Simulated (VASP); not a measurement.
A run of VASP 6.6.1 is set up as follows.

The input INCAR:

```
PREC = Accurate
ENCUT = 520
EDIFF = 1E-7
ISMEAR = -1
SIGMA = 0.05
LREAL = False
LASPH = True
NELM = 60
ALGO = Fast
ISIF = 2
LWAVE = False
LCHARG = False
GGA = PS
NBANDS = 11
```

File KPOINTS:

```
regular mesh
0
Gamma
  8 8 8
```

The input POSCAR:

```
Sr
1.0
    0.0000000000      3.0423500000      3.0423500000
    3.0423500000      0.0000000000      3.0423500000
    3.0423500000      3.0423500000      0.0000000000
Sr
1
Direct
    0.0000000000      0.0000000000      0.0000000000
```

Potentials or basis: VASP PAW PBE potentials, release 64 (Sr_sv).

Run with:

```sh
$ cat potpaw_PBE.64/Sr_sv/POTCAR > POTCAR
$ mpirun -np 1 vasp_std > vasp.out
```

Task: What does it give for the pressure?

Result: -0.9 GPa.

Task: What does it give for the band gap on the k mesh?

Result: Zero (band 5 reaches 1.50 eV, above the bottom of band 6 at 1.43 eV).

Caveat: the PAW data sets were made with another functional, which shifts forces and pressure a little.
